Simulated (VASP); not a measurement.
Wanted: the native input for a VASP 6.6.1 run.

```
Task                    : single point
Functional              : PBE
Potentials or basis     : VASP PAW PBE potentials, release 64 (Ga_d)
Cutoff                  : 520 eV
k mesh                  : 8 × 8 × 8
Occupations             : gaussian, width 0.05 eV
Spin                    : no spin polarisation
Dipole correction       : no
k mesh for the DOS      : 12 × 12 × 12
Occupations for the DOS : tetrahedron
Further INCAR settings  : ALGO = Fast; EDIFF = 1e-06; NBANDS = 48
```

Crystal: Ga.

```
CELL_PARAMETERS angstrom
-2.97550 2.97550 2.97550
2.97550 -2.97550 2.97550
2.97550 2.97550 -2.97550
ATOMIC_POSITIONS crystal
Ga 0.25000 0.62500 0.37500
Ga 0.37500 0.25000 0.62500
Ga 0.75000 0.87500 0.12500
Ga 0.12500 0.75000 0.87500
Ga 0.62500 0.37500 0.25000
Ga 0.87500 0.12500 0.75000
```

These files were run (other wordings do the same):

POSCAR

```
Ga
1.0
   -2.9755000000      2.9755000000      2.9755000000
    2.9755000000     -2.9755000000      2.9755000000
    2.9755000000      2.9755000000     -2.9755000000
Ga
6
Direct
    0.2500000000      0.6250000000      0.3750000000
    0.3750000000      0.2500000000      0.6250000000
    0.7500000000      0.8750000000      0.1250000000
    0.1250000000      0.7500000000      0.8750000000
    0.6250000000      0.3750000000      0.2500000000
    0.8750000000      0.1250000000      0.7500000000
```

INCAR.step1

```
SYSTEM = Ga
PREC = Accurate ; ENCUT = 520
EDIFF = 1E-6 ; ISMEAR = 0
SIGMA = 0.05 ; LREAL = .FALSE.
LASPH = .TRUE. ; NELM = 80
ALGO = Fast ; ISIF = 2
LWAVE = .FALSE. ; LCHARG = .TRUE.
GGA = PE ; NBANDS = 48
```

KPOINTS.step1

```
regular mesh
0
G
  8 8 8
  0 0 0
```

INCAR.step2

```
SYSTEM = Ga
PREC = Accurate ; ENCUT = 520
EDIFF = 1E-6 ; ISMEAR = -5
SIGMA = 0.05 ; LREAL = .FALSE.
LASPH = .TRUE. ; NELM = 80
ALGO = Fast ; ISIF = 2
LWAVE = .FALSE. ; LCHARG = .FALSE.
GGA = PE ; LORBIT = 10
NBANDS = 48 ; NEDOS = 2001
ICHARG = 11
```

KPOINTS.step2

```
regular mesh
0
G
  12 12 12
  0 0 0
```

Potentials or basis: VASP PAW PBE potentials, release 64 (Ga_d).

The run is started by

```console
$ cat potpaw_PBE.64/Ga_d/POTCAR > POTCAR
$ cp INCAR.step1 INCAR
$ cp KPOINTS.step1 KPOINTS
$ mpirun -np 1 vasp_std > vasp.out
$ cp INCAR.step2 INCAR
$ cp KPOINTS.step2 KPOINTS
$ mpirun -np 1 vasp_std > vasp.out
```

Results of the run:

The valence electrons inside the program's atomic spheres are Ga 11.59.

Wall time 5.5 min on 1 thread of Intel(R) Xeon(R) 6975P-C (Granite Rapids), on a shared host, peak memory 0.38 GiB.
